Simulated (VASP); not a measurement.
# CdH2O2 (P3m1) in VASP: single point with PBEsol+D3(BJ)

Aim: the single point of CdH2O2 with PBEsol+D3(BJ).

All numbers are computed with VASP 6.6.1; they aren't measurements. Logs are shortened: lines on timing, memory, paths and dates and some standing lists are left out, and cuts for length are marked.

## Step 1: The cell of the first run

Symmetry: P3m1, No. 156, trigonal system. Conventional cell: a = 3.680 Å, b = 3.680 Å, c = 4.256 Å, α = 90.00°, β = 90.00°, γ = 120.00°. Within 2.9 Å of Cd (site symmetry 3m) lie 6 H at 2.13 to 2.84 Å and 6 O at 2.29 to 2.33 Å. H (site symmetry 3m) has 1 O at 0.94 Å within 1.3 Å. H (site symmetry 3m) has 1 O at 0.94 Å within 1.3 Å. O (site symmetry 3m) has 1 H at 0.94 Å within 1.3 Å. Within 1.3 Å of O (site symmetry 3m) lie 1 H at 0.94 Å.

## Step 2: Single point, PBEsol+D3(BJ)

File INCAR:

```
PREC     = Accurate       # precision mode
ENCUT    = 600            # plane-wave cutoff, eV
EDIFF    = 1E-6           # SCF threshold, eV
ISMEAR   = 0              # smearing method
SIGMA    = 0.01           # smearing width, eV
LREAL    = False          # projectors in reciprocal space
LASPH    = True           # aspherical terms in the spheres
NELM     = 120            # most SCF steps
ALGO     = Normal         # electronic algorithm
ISIF     = 2              # what is computed and relaxed
LWAVE    = False          # write WAVECAR
LCHARG   = False          # write CHGCAR
GGA      = PS             # functional
IVDW     = 12             # dispersion correction
NBANDS   = 25             # bands
GGA_COMPAT= False
```

File KPOINTS:

```
regular mesh
0
Gamma
  6 6 4
```

File POSCAR:

```
CdH2O2
1.0
    3.6796398757      0.0000000000      0.0000000000
   -1.8398199378      3.1866612277      0.0000000000
    0.0000000000      0.0000000000      4.2561157226
Cd H O
1 2 2
Direct
    0.3333333333      0.6666666667      0.9873000000
    0.0000000000      0.0000000000      0.0080770000
    0.6666666667      0.3333333333      0.4318850000
    0.0000000000      0.0000000000      0.7861940000
    0.6666666667      0.3333333333      0.2118940000
```

Potentials or basis: VASP PAW PBE potentials, release 64 (Cd_sv_GW, H, O).

Launch:

```bash
$ cat potpaw_PBE.64/Cd_sv_GW/POTCAR potpaw_PBE.64/H/POTCAR potpaw_PBE.64/O/POTCAR > POTCAR
$ mpirun -np 1 vasp_std > vasp.out
```

OUTCAR:

```text
PREC = Accurate
   ENCUT = 600
   EDIFF = 1E-6
   ISMEAR = 0
   LREAL = False
   LASPH = True
   NELM = 120
   ISIF = 2
   GGA = PS
   IVDW = 12
 IVDW          = 12

 ion  position               nearest neighbor table
   1  0.333  0.667  0.987-   4 2.29   4 2.29   4 2.29
   2  0.000  0.000  0.008-   4 0.94
   3  0.667  0.333  0.432-   5 0.94
   4  0.000  0.000  0.786-   2 0.94   1 2.29   1 2.29   1 2.29
   5  0.667  0.333  0.212-   3 0.94

  LATTYP: Found a hexagonal cell.
 ALAT       =     3.6796398757
 C/A-ratio  =     1.1566663767

  Lattice vectors:

 A1 = (   3.6796398757,   0.0000000000,   0.0000000000)
 A2 = (  -1.8398199378,   3.1866612277,   0.0000000000)
 A3 = (   0.0000000000,   0.0000000000,   4.2561157226)

Analysis of symmetry for initial positions (statically):
=====================================================================
 Subroutine PRICEL returns:
 Original cell was already a primitive cell.

 Routine SETGRP: Setting up the symmetry group for a
 hexagonal supercell.

 Subroutine GETGRP returns: Found  6 space group operations
 (whereof  6 operations were pure point group operations)
 out of a pool of 24 trial point group operations.

The static configuration has the point symmetry C_3v.

Analysis of symmetry for dynamics (positions and initial velocities):
=====================================================================
 Subroutine PRICEL returns:
 Original cell was already a primitive cell.

 Routine SETGRP: Setting up the symmetry group for a
 hexagonal supercell.

 Subroutine GETGRP returns: Found  6 space group operations
 (whereof  6 operations were pure point group operations)
 out of a pool of 24 trial point group operations.

The dynamic configuration has the point symmetry C_3v.

 Subroutine INISYM returns: Found  6 space group operations
 (whereof  6 operations are pure point group operations),
 and found     1 'primitive' translations

----------------------------------------------------------------------------------------

                                     Primitive cell

  volume of cell :      49.9062

  direct lattice vectors                    reciprocal lattice vectors
     3.679639876  0.000000000  0.000000000     0.271765725  0.156904033  0.000000000
    -1.839819938  3.186661228  0.000000000     0.000000000  0.313808067  0.000000000
     0.000000000  0.000000000  4.256115723     0.000000000  0.000000000  0.234956017

  length of vectors
     3.679639876  3.679639545  4.256115723     0.313808039  0.313808067  0.234956017

  position of ions in fractional coordinates (direct lattice)
     0.333333333  0.666666667  0.987300000
     0.000000000  0.000000000  0.008077000
     0.666666667  0.333333333  0.431885000
     0.000000000  0.000000000  0.786194000
     0.666666667  0.333333333  0.211894000

  ion indices of the primitive-cell ions
   primitive index   ion index
                 1           1
                 2           2
                 3           3
                 4           4
                 5           5

----------------------------------------------------------------------------------------

 KPOINTS: regular mesh

Automatic generation of k-mesh.
 Grid dimensions read from file:
 generate k-points for:    6    6    4

 Generating k-lattice:

  Cartesian coordinates                     Fractional coordinates (reciprocal lattice)
     0.045294288  0.026150672  0.000000000     0.166666667  0.000000000  0.000000000
     0.000000000  0.052301344  0.000000000     0.000000000  0.166666667  0.000000000
     0.000000000  0.000000000  0.058739004     0.000000000  0.000000000  0.250000000

  Length of vectors
     0.052301340  0.052301344  0.058739004

  Shift w.r.t. Gamma in fractional coordinates (k-lattice)
     0.000000000  0.000000000  0.000000000

 Subroutine IBZKPT returns following result:
 ===========================================

 Found     24 irreducible k-points:

 Following reciprocal coordinates:
            Coordinates               Weight
  0.000000  0.000000  0.000000      1.000000
  0.166667  0.000000  0.000000      6.000000
  0.333333  0.000000  0.000000      6.000000
  0.500000  0.000000  0.000000      3.000000
  0.166667  0.166667  0.000000      6.000000
  0.333333  0.166667  0.000000     12.000000
[... 16 lines left out ...]
  0.333333  0.166667  0.500000     12.000000
  0.333333  0.333333  0.500000      2.000000
   k-points           NKPTS =     24   k-points in BZ     NKDIM =     24   number of bands    NBANDS=     25
   number of dos      NEDOS =    301   number of ions     NIONS =      5
   total plane-waves  NPLWV =  32400
   dimension x,y,z NGX =    30 NGY =   30 NGZ =   36
   dimension x,y,z NGXF=    60 NGYF=   60 NGZF=   72
   ions per type =               1   2   2
   NGX,Y,Z   is equivalent  to a cutoff of  13.55, 13.55, 14.06 a.u.
   NGXF,Y,Z  is equivalent  to a cutoff of  27.11, 27.11, 28.12 a.u.
 SYSTEM =  unknown system
   PREC   = accura    normal or accurate (medium, high low for compatibility)
   ISTART =      0    job   : 0-new  1-cont  2-samecut
   ICHARG =      2    charge: 1-file 2-atom 10-const
   ISPIN  =      1    spin polarized calculation?
   LNONCOLLINEAR =      F non collinear calculations
   LSORBIT =      F    spin-orbit coupling
   LASPH  =      T    aspherical Exc in radial PAW
   ENCUT  =  600.0 eV  44.10 Ry    6.64 a.u.   7.35  7.35  8.50*2*pi/ulx,y,z
   NELM   =    120;   NELMIN=  2; NELMDL= -5     # of ELM steps
   EDIFF  = 0.1E-05   stopping-criterion for ELM
   LREAL  =      F    real-space projection
[... 7 lines left out ...]
   TEBEG  =    0.0;   TEEND  =   0.0 temperature during run
   PSTRESS=    0.0 pullay stress
   NELECT =      34.0000    total number of electrons
   NUPDOWN=      -1.0000    fix difference up-down
   EMIN   =  10.00;   EMAX   =-10.00  energy-range for DOS
   EFERMI =   0.00;   METHOD = LEGACY
   ISMEAR =     0;   SIGMA  =   0.01  broadening in eV -4-tet -1-fermi 0-gaus
   EFERMI_NEDOS =   21; number of points for ismear=-14 and -15
   IALGO  =     38    algorithm
   IMIX   =      4    mixing-type and parameters
     AMIX     =   0.40;   BMIX     =  1.00
     AMIX_MAG =   1.60;   BMIX_MAG =  1.00
  volume/ion in A,a.u.               =       9.98        67.36
  Fermi-wavevector in a.u.,A,eV,Ry     =   1.440510  2.722169 28.233026  2.075069
  Thomas-Fermi vector in A             =   2.559246
   LORBIT       =      0    0 simple, 1 ext, 2 COOP (PROOUT), +10 PAW based schemes
   GGA     = PS    functional components
   LHFCALC =     F    Hartree Fock is set to
   AEXX    =    0.0000 exact exchange contribution
   IVDW    =    12    specifies the selected vdW correction
   LEPSILON=     F    determine dielectric tensor
   LRPA    =     F    only Hartree local field effects (RPA)
 non-spin polarized calculation
 Gauss-broadening in eV      SIGMA  =   0.01
  energy-cutoff  :      600.00
  volume of cell :       49.91
 maximum number of plane-waves:      1698
 NGX is ok and might be reduce to    30
   NGX = 15   NGY = 15   NGZ = 17

 number of electron      33.9999978 magnetization

 Free energy of the ion-electron system (eV)
  ---------------------------------------------------
  ext. energy  EPLUGINS =         0.00000000
  ---------------------------------------------------
  free energy    TOTEN  =       -22.54444139 eV

  energy without entropy =      -22.54444139  energy(sigma->0) =      -22.54444139

 E-fermi :   1.5978     XC(G=0): -10.1879

 val. band max:        1.4436401318   @ k =   0.5000   0.0000   0.0000
 cond. band min:       2.8805340448   @ k =   0.0000   0.0000   0.0000
 fundamental gap:      1.4368939130
 Fermi energy:         1.5977748601

 k-point     1 :       0.0000    0.0000    0.0000
  band No.  band energies     occupation
      1     -98.6068      2.00000
      2     -59.7814      2.00000
      3     -59.7044      2.00000
      4     -59.7044      2.00000
      5     -17.7148      2.00000
      6     -16.3423      2.00000
[... 17 lines left out ...]
     24      16.5973      0.00000
     25      18.3749      0.00000

 k-point     2 :       0.1667    0.0000    0.0000
  band No.  band energies     occupation
      1     -98.6068      2.00000
      2     -59.7812      2.00000
      3     -59.7053      2.00000
      4     -59.7046      2.00000
      5     -17.6103      2.00000
      6     -16.4119      2.00000
[... 17 lines left out ...]
     24      16.3635      0.00000
     25      18.0101      0.00000

 k-point     3 :       0.3333    0.0000    0.0000
  band No.  band energies     occupation
      1     -98.6067      2.00000
      2     -59.7810      2.00000
      3     -59.7071      2.00000
      4     -59.7051      2.00000
      5     -17.3747      2.00000
      6     -16.5686      2.00000
[... 17 lines left out ...]
     24      16.0295      0.00000
     25      16.6705      0.00000

 k-point     4 :       0.5000    0.0000    0.0000
  band No.  band energies     occupation
      1     -98.6067      2.00000
      2     -59.7809      2.00000
      3     -59.7080      2.00000
      4     -59.7053      2.00000
      5     -17.2289      2.00000
      6     -16.6701      2.00000
[... 17 lines left out ...]
     24      15.6566      0.00000
     25      16.2225      0.00000

 k-point     5 :       0.1667    0.1667    0.0000
  band No.  band energies     occupation
      1     -98.6067      2.00000
      2     -59.7810      2.00000
      3     -59.7065      2.00000
      4     -59.7051      2.00000
      5     -17.4408      2.00000
      6     -16.5226      2.00000
[... 17 lines left out ...]
     24      16.1862      0.00000
     25      16.6957      0.00000

 k-point     6 :       0.3333    0.1667    0.0000
  band No.  band energies     occupation
      1     -98.6067      2.00000
      2     -59.7809      2.00000
      3     -59.7076      2.00000
      4     -59.7058      2.00000
      5     -17.2457      2.00000
      6     -16.6504      2.00000
[... 17 lines left out ...]
     24      15.5706      0.00000
     25      16.1057      0.00000
[... 393 lines left out ...]
 k-point    21 :       0.5000    0.0000    0.5000
  band No.  band energies     occupation
      1     -98.6067      2.00000
      2     -59.7810      2.00000
      3     -59.7081      2.00000
      4     -59.7052      2.00000
      5     -17.1889      2.00000
      6     -16.6727      2.00000
[... 17 lines left out ...]
     24      15.0594      0.00000
     25      16.1607      0.00000

 k-point    22 :       0.1667    0.1667    0.5000
  band No.  band energies     occupation
      1     -98.6067      2.00000
      2     -59.7811      2.00000
      3     -59.7065      2.00000
      4     -59.7052      2.00000
      5     -17.3186      2.00000
      6     -16.6294      2.00000
[... 17 lines left out ...]
     24      15.0031      0.00000
     25      17.3608      0.00000

 k-point    23 :       0.3333    0.1667    0.5000
  band No.  band energies     occupation
      1     -98.6067      2.00000
      2     -59.7809      2.00000
      3     -59.7076      2.00000
      4     -59.7057      2.00000
      5     -17.1977      2.00000
      6     -16.6632      2.00000
[... 17 lines left out ...]
     24      15.7896      0.00000
     25      17.4387      0.00000

 k-point    24 :       0.3333    0.3333    0.5000
  band No.  band energies     occupation
      1     -98.6067      2.00000
      2     -59.7809      2.00000
      3     -59.7071      2.00000
      4     -59.7067      2.00000
      5     -17.1677      2.00000
      6     -16.6625      2.00000
[... 17 lines left out ...]
     24      17.1008      0.00000
     25      17.7154      0.00000

------------------------ aborting loop because EDIFF is reached ----------------------------------------

 Edisp (eV)   -0.49701

 E8    (eV) :    -0.2780

  FORCE on cell =-STRESS in cart. coord.  units (eV):
  Direction    XX          YY          ZZ          XY          YZ          ZX
  --------------------------------------------------------------------------------------
  -------------------------------------------------------------------------------------
  Total       1.07747     1.07747     4.29718     0.00000    -0.00000     0.00000
  in kB      34.59086    34.59085   137.95567     0.00000    -0.00000     0.00000
  external pressure =       69.05 kB  Pullay stress =        0.00 kB

 VOLUME and BASIS-vectors are now :
 -----------------------------------------------------------------------------
  energy-cutoff  :      600.00
  volume of cell :       49.91
      direct lattice vectors                 reciprocal lattice vectors
     3.679639876  0.000000000  0.000000000     0.271765725  0.156904033  0.000000000
    -1.839819938  3.186661228  0.000000000     0.000000000  0.313808067  0.000000000
     0.000000000  0.000000000  4.256115723     0.000000000  0.000000000  0.234956017

 POSITION                                       TOTAL-FORCE (eV/Angst)
 -----------------------------------------------------------------------------------
     -0.00000      2.12444      4.20206        -0.000000      0.000000     -0.101884
      0.00000      0.00000      0.03438        -0.000000     -0.000000      2.285675
      1.83982      1.06222      1.83815        -0.000000     -0.000000      2.417121
      0.00000      0.00000      3.34613         0.000000     -0.000000     -2.479998
      1.83982      1.06222      0.90185        -0.000000     -0.000000     -2.120914
 -----------------------------------------------------------------------------------
    total drift:                                0.000001      0.000001     -0.000050

  FREE ENERGIE OF THE ION-ELECTRON SYSTEM (eV)
  ---------------------------------------------------
  free  energy   TOTEN  =       -23.0414480029 eV

  energy  without entropy=      -23.0414480029  energy(sigma->0) =      -23.04144800
```

Run time: 38 s. Hardware: 1 thread of Intel Xeon Platinum 8375C at 2.90GHz (Ice Lake), shared host; peak memory 0.22 GiB.

What came out:

```
Free energy                : -23.0414 eV
Pressure                   : 6.9 GPa
Largest force              : 2.480 eV/Å
Band gap on the k mesh     : 1.44 eV (least direct gap 1.96 eV)
Dispersion energy per atom : -0.099 eV
```

Forces on the atoms (eV/Å):
```
Cd   0.000  0.000 -0.102
H    0.000  0.000  2.286
H    0.000  0.000  2.417
O    0.000  0.000 -2.480
O    0.000  0.000 -2.121
```

Caveat: the stress differs along the axes, from 3 to 14 GPa; the PAW data sets were made with another functional, which shifts forces and pressure a little.
